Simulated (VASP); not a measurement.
Here is a VASP 6.6.1 calculation.

The input INCAR:

```
ALGO     = Normal         # electronic algorithm
EDIFF    = 1E-6           # SCF threshold, eV
ENCUT    = 500            # plane-wave cutoff, eV
GGA      = CA             # functional
GGA_COMPAT= F            
ISIF     = 2              # what is computed and relaxed
ISMEAR   = 1              # smearing method
LASPH    = T              # aspherical terms in the spheres
LCHARG   = T              # write CHGCAR
LELF     = T              # ELF
LREAL    = F              # projectors in reciprocal space
LVHAR    = T            
LWAVE    = F              # write WAVECAR
NBANDS   = 14             # bands
NELM     = 120            # most SCF steps
PREC     = Accurate       # precision mode
SIGMA    = 0.1            # smearing width, eV
```

File KPOINTS:

```
k-points
0
Gamma
  6 6 4
```

Contents of POSCAR:

```
Na
1.0
    3.6602509492      0.0000000000      0.0000000000
   -1.8301254746      3.1698703062      0.0000000000
    0.0000000000      0.0000000000      5.7456104300
Na
2
Direct
    0.3333333333      0.6666666667      0.2500000000
    0.6666666667      0.3333333333      0.7500000000
```

Potentials or basis: VASP PAW LDA potentials, release 64 (Na_pv).

The run is started by

```console
$ cat potpaw_LDA.64/Na_pv/POTCAR > POTCAR
$ mpirun -np 1 vasp_std > vasp.out
```

Task: What does it give for the pressure?

Result: 0.0 GPa.

Task: Predict the band gap on the k mesh.

Result: Zero (band 7 reaches 2.60 eV, above the bottom of band 8 at -1.87 eV).
